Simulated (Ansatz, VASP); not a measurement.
## TaW2N4: VASP beside Ansatz

```
Ta W N
1.0
     0.01095   -0.00069    3.09201
     2.99474   -4.19088    0.01131
     2.99319    4.18940    0.00944
Ta W N
1 2 4
Direct
  0.98595 0.99929 0.99934
  0.50506 0.99470 0.52246
  0.50710 0.52244 0.99471
  0.49256 0.22749 0.22744
  0.49720 0.74035 0.74027
  0.00611 0.74936 0.26636
  0.00602 0.26636 0.74943
```

Change from the starting cell: cell x1, atoms moved at random (sigma 0.05 Å) and cell strained at random (1.5 %), then relaxed without symmetry.

Alike in both runs: functional PBE; k mesh 8 × 4 × 4; occupations gaussian, width 0.2 eV; no spin polarisation.

Ansatz relaxed the structure, and its values are those at the end. VASP's run is a single point on that final structure, the one shown.

```csv
,VASP,Ansatz
version,VASP 6.6.1,Ansatz 0.2.0
potentials or method,"VASP PAW PBE potentials, release 64 (Ta_pv, W_sv, N), cutoff 520 eV","scalar-relativistic, plane waves, PAW"
valence electrons in the cell,59,61
```

```tsv
	VASP	Ansatz	Ansatz less VASP
gap on the k mesh at the Fermi level (eV)	none	none	-
pressure (GPa)	1.2	0.1	-1.10
rms of the force components (eV/Å)	0.023	0.007	-0.0166
```

A gap of «none» marks a metal or a gap that the smearing closes. With one functional, cell and mesh, what is left measures potentials, basis and numerics. VASP's potentials hold 59 valence electrons a cell and Ansatz's 61, so a difference there can come from the potentials and not from the codes.

Spin-orbit coupling is off throughout.
